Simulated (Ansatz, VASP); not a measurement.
**PdRh4 in VASP and in Ansatz**

```xyz
5
Lattice="2.6544 0.0000 0.0000 0.0000 2.6544 0.0000 0.0000 0.0000 23.5078" Properties=species:S:1:pos:R:3 pbc="T T T"
Rh    0.0000    0.0000    8.0737
Rh    1.3272    1.3272    9.8633
Rh    1.3272    1.3272   13.6445
Rh    0.0000    0.0000   15.4341
Pd    0.0000    0.0000   11.7539
```

Alike in both runs: task single point; functional LDA; k mesh 14 × 14 × 1; occupations fermi-dirac, width 0.05 eV; no spin polarisation.

|  | VASP | Ansatz |
| --- | --- | --- |
| version | VASP 6.6.1 | Ansatz 0.2.0 |
| potentials or method | VASP PAW LDA potentials, release 64 (Rh_pv, Pd), cutoff 520 eV | all-electron LAPW, scalar-relativistic |

```csv
,VASP,Ansatz,Ansatz less VASP
rms of the force components (eV/Å),0.302,0.314,+0.0123
```

LDA's correlation is that of Perdew and Zunger in VASP and of Perdew and Wang (1992) in Ansatz. Ansatz ran all-electron here, and VASP with PAW potentials.
